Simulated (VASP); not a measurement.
Wanted: the native input for a VASP 6.6.1 run.

```
Task                   : single point
Functional             : PBE
Potentials or basis    : VASP PAW PBE potentials, release 64 (Cl, Na_pv)
Cutoff                 : 520 eV
k mesh                 : 8 × 8 × 8
Occupations            : gaussian, width 0.016 eV
Spin                   : no spin polarisation
Dipole correction      : no
Further INCAR settings : ALGO = Normal; EDIFF = 1e-07; NBANDS = 14
```

The structure of NaCl lies in POSCAR:

```
NaCl
1.0
    3.5021900000      0.0000000000      0.0000000000
    0.0000000000      3.5021900000      0.0000000000
    0.0000000000      0.0000000000      3.5021900000
Cl Na
1 1
Direct
    0.5000000000      0.5000000000      0.5000000000
    0.0000000000      0.0000000000      0.0000000000
```

The input as run:

INCAR

```
PREC = Accurate ; ENCUT = 520
EDIFF = 1E-7 ; ISMEAR = 0
SIGMA = 0.016 ; LREAL = False
LASPH = True ; NELM = 60
ALGO = Normal ; ISIF = 2
LWAVE = False ; LCHARG = True
GGA = PE ; LELF = True
LVHAR = True ; NBANDS = 14
```

KPOINTS

```
Automatic mesh
0
Gamma
  8 8 8
```

Potentials or basis: VASP PAW PBE potentials, release 64 (Cl, Na_pv).

Command:

```bash
$ cat potpaw_PBE.64/Cl/POTCAR potpaw_PBE.64/Na_pv/POTCAR > POTCAR
$ mpirun -np 1 vasp_std > vasp.out
```

Results of the run:

| Item | Value |
| --- | --- |
| Pressure | 0.1 GPa |
| Band gap on the k mesh | 3.98 eV (least direct gap 4.47 eV) |

It took 24 s on 1 thread of Intel Xeon 8259CL, with other jobs on the host, peak memory 0.16 GiB.
